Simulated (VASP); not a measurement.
# YAlC4N4 (P-43m) in VASP: notebook

YAlC4N4 is run at these levels: PBE; tasks: relaxation of cell and atoms, single point.

Program: VASP 6.6.1. These are calculated values, not measurements. Logs are shortened: lines on timing, memory, paths and dates and some standing lists are left out, and cuts for length are marked.

**1. The cell of the first run**

The structure is cubic, space group P-43m (No. 215). Conventional cell: a = 6.231 Å, b = 6.231 Å, c = 6.231 Å, α = 90.00°, β = 90.00°, γ = 90.00°. Within 3.0 Å of Y (site symmetry -43m) lie 4 N at 2.25 Å. Al (site symmetry -43m) has 4 C at 1.96 Å within 2.6 Å. Within 1.6 Å of C (site symmetry 3m) lie 1 N at 1.18 Å. N (site symmetry 3m) has 1 C at 1.18 Å within 1.6 Å.

**2. Relaxation of cell and atoms, PBE**

INCAR

```
PREC = Accurate
ENCUT = 600
EDIFF = 1E-6
ISMEAR = 0
SIGMA = 0.1
LREAL = F
LASPH = T
NELM = 60
ALGO = Normal
ISIF = 3
LWAVE = F
LCHARG = F
GGA = PE
IBRION = 2
NSW = 100
EDIFFG = -0.01
```

KPOINTS

```
Automatic mesh
0
Gamma
  6 6 6
```

POSCAR

```
YAlC4N4
1.0
    6.2314446361      0.0000000000      0.0000000000
    0.0000000000      6.2314446361      0.0000000000
    0.0000000000      0.0000000000      6.2314446361
Y Al C N
1 1 4 4
Direct
    0.5000000000      0.5000000000      0.5000000000
    0.0000000000      0.0000000000      0.0000000000
    0.1814141411      0.1814141411      0.1814141411
    0.1814141411      0.8185858589      0.8185858589
    0.8185858589      0.1814141411      0.8185858589
    0.8185858589      0.8185858589      0.1814141411
    0.2911421260      0.2911421260      0.2911421260
    0.2911421260      0.7088578740      0.7088578740
    0.7088578740      0.2911421260      0.7088578740
    0.7088578740      0.7088578740      0.2911421260
```

Potentials or basis: VASP PAW PBE potentials, release 64 (Y_sv, Al, C, N).

Run with:

```
> cat potpaw_PBE.64/Y_sv/POTCAR potpaw_PBE.64/Al/POTCAR potpaw_PBE.64/C/POTCAR potpaw_PBE.64/N/POTCAR > POTCAR
> mpirun -np 1 vasp_std > vasp.out
```

OUTCAR:

```text
PREC = Accurate
   ENCUT = 600
   EDIFF = 1E-6
   ISMEAR = 0
   LREAL = F
   LASPH = T
   NELM = 60
   ISIF = 3
   GGA = PE
   IBRION = 2
   NSW = 100
   EDIFFG = -0.01

 ion  position               nearest neighbor table
   1  0.500  0.500  0.500-   7 2.25   8 2.25   9 2.25  10 2.25
   2  0.000  0.000  0.000-   3 1.96   4 1.96   5 1.96   6 1.96
   3  0.181  0.181  0.181-   7 1.18   2 1.96
   4  0.181  0.819  0.819-   8 1.18   2 1.96
   5  0.819  0.181  0.819-   9 1.18   2 1.96
   6  0.819  0.819  0.181-  10 1.18   2 1.96
   7  0.291  0.291  0.291-   3 1.18   1 2.25
   8  0.291  0.709  0.709-   4 1.18   1 2.25
   9  0.709  0.291  0.709-   5 1.18   1 2.25
  10  0.709  0.709  0.291-   6 1.18   1 2.25

  LATTYP: Found a simple cubic cell.
 ALAT       =     6.2314446361

  Lattice vectors:

 A1 = (   6.2314446361,   0.0000000000,   0.0000000000)
 A2 = (   0.0000000000,   6.2314446361,   0.0000000000)
 A3 = (   0.0000000000,   0.0000000000,   6.2314446361)

Analysis of symmetry for initial positions (statically):
=====================================================================
 Subroutine PRICEL returns:
 Original cell was already a primitive cell.

 Routine SETGRP: Setting up the symmetry group for a
 simple cubic supercell.

 Subroutine GETGRP returns: Found 24 space group operations
 (whereof 24 operations were pure point group operations)
 out of a pool of 48 trial point group operations.

The static configuration has the point symmetry T_d .

Analysis of symmetry for dynamics (positions and initial velocities):
=====================================================================
 Subroutine PRICEL returns:
 Original cell was already a primitive cell.

 Routine SETGRP: Setting up the symmetry group for a
 simple cubic supercell.

 Subroutine GETGRP returns: Found 24 space group operations
 (whereof 24 operations were pure point group operations)
 out of a pool of 48 trial point group operations.

The dynamic configuration has the point symmetry T_d .

 Subroutine INISYM returns: Found 24 space group operations
 (whereof 24 operations are pure point group operations),
 and found     1 'primitive' translations

----------------------------------------------------------------------------------------

                                     Primitive cell

  volume of cell :     241.9726

  direct lattice vectors                    reciprocal lattice vectors
     6.231444636  0.000000000  0.000000000     0.160476432  0.000000000  0.000000000
[... 87 lines left out ...]
 SYSTEM =  unknown system
   PREC   = accura    normal or accurate (medium, high low for compatibility)
   ISTART =      0    job   : 0-new  1-cont  2-samecut
   ICHARG =      2    charge: 1-file 2-atom 10-const
   ISPIN  =      1    spin polarized calculation?
   LNONCOLLINEAR =      F non collinear calculations
   LSORBIT =      F    spin-orbit coupling
   LASPH  =      T    aspherical Exc in radial PAW
   ENCUT  =  600.0 eV  44.10 Ry    6.64 a.u.  12.45 12.45 12.45*2*pi/ulx,y,z
   NELM   =     60;   NELMIN=  2; NELMDL= -5     # of ELM steps
   EDIFF  = 0.1E-05   stopping-criterion for ELM
   LREAL  =      F    real-space projection
   EDIFFG = -.1E-01   stopping-criterion for IOM
   NSW    =    100    number of steps for IOM
   IBRION =      2    ionic relax: 0-MD 1-quasi-New 2-CG
   NFREE  =      1    steps in history (QN), initial steepest desc. (CG)
   ISIF   =      3    stress and relaxation
   ISYM   =      2    0-nonsym 1-usesym 2-fastsym
   POTIM  = 0.5000    time-step for ionic-motion
   TEBEG  =    0.0;   TEEND  =   0.0 temperature during run
   PSTRESS=    0.0 pullay stress
   NELECT =      50.0000    total number of electrons
   NUPDOWN=      -1.0000    fix difference up-down
   EMIN   =  10.00;   EMAX   =-10.00  energy-range for DOS
   EFERMI =   0.00;   METHOD = LEGACY
   ISMEAR =     0;   SIGMA  =   0.10  broadening in eV -4-tet -1-fermi 0-gaus
   EFERMI_NEDOS =   21; number of points for ismear=-14 and -15
   IALGO  =     38    algorithm
   IMIX   =      4    mixing-type and parameters
     AMIX     =   0.40;   BMIX     =  1.00
     AMIX_MAG =   1.60;   BMIX_MAG =  1.00
  volume/ion in A,a.u.               =      24.20       163.29
  Fermi-wavevector in a.u.,A,eV,Ry     =   0.967853  1.828977 12.745115  0.936740
  Thomas-Fermi vector in A             =   2.097774
   LORBIT       =      0    0 simple, 1 ext, 2 COOP (PROOUT), +10 PAW based schemes
   GGA     = PE    functional components
   LHFCALC =     F    Hartree Fock is set to
   AEXX    =    0.0000 exact exchange contribution
   IVDW    =     0    specifies the selected vdW correction
   LEPSILON=     F    determine dielectric tensor
   LRPA    =     F    only Hartree local field effects (RPA)
 conjugate gradient relaxation of ions
 non-spin polarized calculation
 Gauss-broadening in eV      SIGMA  =   0.10
  energy-cutoff  :      600.00
  volume of cell :      241.97
 maximum number of plane-waves:      8144
 NGX is ok and might be reduce to    50
   NGX = 25   NGY = 25   NGZ = 25

--------------------------------------- Ionic step        1  -------------------------------------------

 number of electron      50.0000009 magnetization

 Free energy of the ion-electron system (eV)
  ---------------------------------------------------
  ext. energy  EPLUGINS =         0.00000000
  ---------------------------------------------------
  free energy    TOTEN  =       -79.71146752 eV

  energy without entropy =      -79.65943165  energy(sigma->0) =      -79.68544958

------------------------ aborting loop because EDIFF is reached ----------------------------------------

  FORCE on cell =-STRESS in cart. coord.  units (eV):
  Direction    XX          YY          ZZ          XY          YZ          ZX
  --------------------------------------------------------------------------------------
  -------------------------------------------------------------------------------------
  Total        0.5831979      0.5831979      0.5831979      0.0000000      0.0000000     -0.0000000
  in kB        3.8615379      3.8615379      3.8615379      0.0000000      0.0000000     -0.0000000
  external PRESSURE =       3.8615379 kB  Pullay stress =       0.0000000 kB
[... 207 lines left out ...]
--------------------------------------- Ionic step        6  -------------------------------------------

 number of electron      50.0000009 magnetization

 Free energy of the ion-electron system (eV)
  ---------------------------------------------------
  ext. energy  EPLUGINS =         0.00000000
  ---------------------------------------------------
  free energy    TOTEN  =       -79.71346252 eV

  energy without entropy =      -79.66134117  energy(sigma->0) =      -79.68740185

 E-fermi :   1.2158     XC(G=0):  -6.6234

 val. band max:        1.2110448344   @ k =   0.1667   0.0000   0.0000
 cond. band min:       1.2502857156   @ k =   0.5000   0.3333   0.3333
 fundamental gap:      0.0392408813
 Fermi energy:         1.2157998772

 k-point     1 :       0.0000    0.0000    0.0000
  band No.  band energies     occupation
      1     -42.4428      2.00000
      2     -22.6149      2.00000
      3     -22.6149      2.00000
      4     -22.6149      2.00000
      5     -18.5166      2.00000
      6     -18.3797      2.00000
[... 706 lines left out ...]
  FREE ENERGIE OF THE ION-ELECTRON SYSTEM (eV)
  ---------------------------------------------------
  free  energy   TOTEN  =       -79.7134625227 eV

  energy  without entropy=      -79.6613411732  energy(sigma->0) =      -79.68740185

 reached required accuracy - stopping structural energy minimisation
```

OSZICAR:

```text
N       E                     dE             d eps       ncg     rms          rms(c)
DAV:   1     0.359453168705E+03    0.35945E+03   -0.24066E+04  1240   0.152E+03
DAV:   2    -0.452427595204E+02   -0.40470E+03   -0.39627E+03  1733   0.336E+02
[... 45 lines left out ...]
DAV:   1    -0.797139868761E+02   -0.65668E-03   -0.15766E-02  1275   0.743E-01    0.192E-01
DAV:   2    -0.797135564181E+02    0.43046E-03   -0.16384E-03  1442   0.226E-01    0.801E-02
DAV:   3    -0.797134619330E+02    0.94485E-04   -0.28310E-04  1639   0.908E-02    0.477E-02
DAV:   4    -0.797134606774E+02    0.12556E-05   -0.93196E-05  1822   0.328E-02    0.384E-02
DAV:   5    -0.797134630670E+02   -0.23896E-05   -0.94464E-06  1838   0.155E-02    0.172E-02
DAV:   6    -0.797134627300E+02    0.33698E-06   -0.12380E-05  1715   0.155E-02    0.378E-03
DAV:   7    -0.797134625227E+02    0.20725E-06   -0.19373E-06   967   0.814E-03
   6 F= -.79713463E+02 E0= -.79687402E+02  d E =-.132263E-03
```

Run time: 6 min. Hardware: 1 thread of AMD EPYC 9R45 (Zen 5), shared host; peak memory 0.48 GiB.

What came out:

- Free energy: -79.7135 eV
- Relaxed volume: 24.25 Å³/atom
- Relaxed cell: a = 6.236 Å, b = 6.236 Å, c = 6.236 Å, α = 90.00°, β = 90.00°, γ = 90.00°
- Space group after relaxing (to 0.1 Å): P-43m (No. 215)
- Energy gained by relaxing: 0.2 meV/atom
- Ionic steps: 6
- Pressure after relaxing: 0.0 GPa
- Largest force after relaxing: 0.006 eV/Å
- Band gap on the k mesh: zero (bands 25 and 26 overlap by 0.15 eV)

Forces in eV/Å, atoms in the order of the input:
```
Y    0.000  0.000  0.000
Al   0.000  0.000  0.000
C   -0.003 -0.003 -0.003
C   -0.003  0.003  0.003
C    0.003 -0.003  0.003
C    0.003  0.003 -0.003
N    0.002  0.002  0.002
N    0.002 -0.002 -0.002
N   -0.002  0.002 -0.002
N   -0.002 -0.002  0.002
```

The path:
| step | energy change (eV) | largest force (eV/Å) | pressure (GPa) | volume (Å³) |
| --- | --- | --- | --- | --- |
| 1 | 0.0000 | 0.3048 | 0.39 | 241.97 |
| 2 | 0.1621 | 2.7794 | -2.51 | 244.02 |
| 3 | -0.0019 | 0.0183 | 0.08 | 242.16 |
| 4 | -0.0019 | 0.0121 | 0.09 | 242.16 |
| 5 | -0.0019 | 0.0058 | 0.09 | 242.16 |
| 6 | -0.0020 | 0.0055 | 0.02 | 242.55 |

Final structure:
```
Y Al C N
1.0
     6.23636    0.00000    0.00000
     0.00000    6.23636    0.00000
     0.00000    0.00000    6.23636
Y Al C N
1 1 4 4
Cartesian
  3.1182 3.1182 3.1182
  0.0000 0.0000 0.0000
  1.1308 1.1308 1.1308
  1.1308 5.1056 5.1056
  5.1056 1.1308 5.1056
  5.1056 5.1056 1.1308
  1.8163 1.8163 1.8163
  1.8163 4.4201 4.4201
  4.4201 1.8163 4.4201
  4.4201 4.4201 1.8163
```

**3. Single point, PBE, collinear spin, ferromagnetic start**

INCAR

```
SYSTEM = YAlC4N4
ALGO = Normal
EDIFF = 1E-6
ENCUT = 520
GGA = PE
ISIF = 2
ISMEAR = 0
ISPIN = 2
LASPH = .True.
LCHARG = .False.
LMAXMIX = 4
LORBIT = 11
LREAL = .False.
LWAVE = .False.
MAGMOM = 0 0 1 1 1 1 1 1 1 1
NBANDS = 40
NELM = 150
PREC = Accurate
SIGMA = 0.1
```

KPOINTS

```
k-points
0
Gamma
  4 4 4
  0 0 0
```

POSCAR is that of step 2.

Potentials or basis: VASP PAW PBE potentials, release 64 (Y_sv, Al, C, N).

Run with:

```
> cat potpaw_PBE.64/Y_sv/POTCAR potpaw_PBE.64/Al/POTCAR potpaw_PBE.64/C/POTCAR potpaw_PBE.64/N/POTCAR > POTCAR
> mpirun -np 1 vasp_std > vasp.out
```

Run time: 2.3 min. Hardware: 1 thread of AMD EPYC 9R45 (Zen 5), shared host; peak memory 0.46 GiB.

It converged, with:

```
Free energy                                           : -79.7133 eV
Pressure                                              : 0.5 GPa
Largest force                                         : 0.298 eV/Å
Net moment                                            : 1.69 μB per cell
Site moments                                          : Y +0.35; Al +0.01; C +0.08; N +0.02 μB
Valence electrons inside the program's atomic spheres : Y 9.71; Al 0.79; C 2.60; N 3.88
```

Forces on the atoms (eV/Å):
```
Y    0.000  0.000  0.000
Al   0.000  0.000  0.000
C   -0.172 -0.172 -0.172
C   -0.172  0.172  0.172
C    0.172 -0.172  0.172
C    0.172  0.172 -0.172
N    0.156  0.156  0.156
N    0.156 -0.156 -0.156
N   -0.156  0.156 -0.156
N   -0.156 -0.156  0.156
```

Levels at points of the mesh, in eV from the Fermi level:
Spin up:
```
           k point  band 24  band 25  band 26  band 27  band 28  band 29
(0.00, 0.00, 0.00)    -5.78    -0.27    -0.27    -0.27    -0.15    -0.15
(0.50, 0.00, 0.00)    -5.86    -0.38     0.21     0.21     0.40     0.60
(0.50, 0.50, 0.00)    -5.86    -0.37     0.42     0.56     0.59     0.59
(0.50, 0.50, 0.50)    -5.78    -0.15    -0.15     0.28     0.28     0.28
```
Spin down:
| k point | band 20 | band 21 | band 22 | band 23 | band 24 | band 25 | band 26 | band 27 | band 28 | band 29 |
| --- | --- | --- | --- | --- | --- | --- | --- | --- | --- | --- |
| (0.00, 0.00, 0.00) | -5.74 | -5.74 | -5.63 | -5.63 | -5.63 | 0.04 | 0.04 | 0.04 | 0.23 | 0.23 |
| (0.50, 0.00, 0.00) | -5.88 | -5.77 | -5.77 | -5.71 | -5.71 | 0.00 | 0.51 | 0.51 | 0.68 | 1.03 |
| (0.50, 0.50, 0.00) | -5.96 | -5.80 | -5.79 | -5.71 | -5.71 | 0.02 | 0.69 | 0.90 | 0.90 | 0.98 |
| (0.50, 0.50, 0.50) | -5.89 | -5.89 | -5.64 | -5.64 | -5.64 | 0.23 | 0.23 | 0.59 | 0.59 | 0.59 |
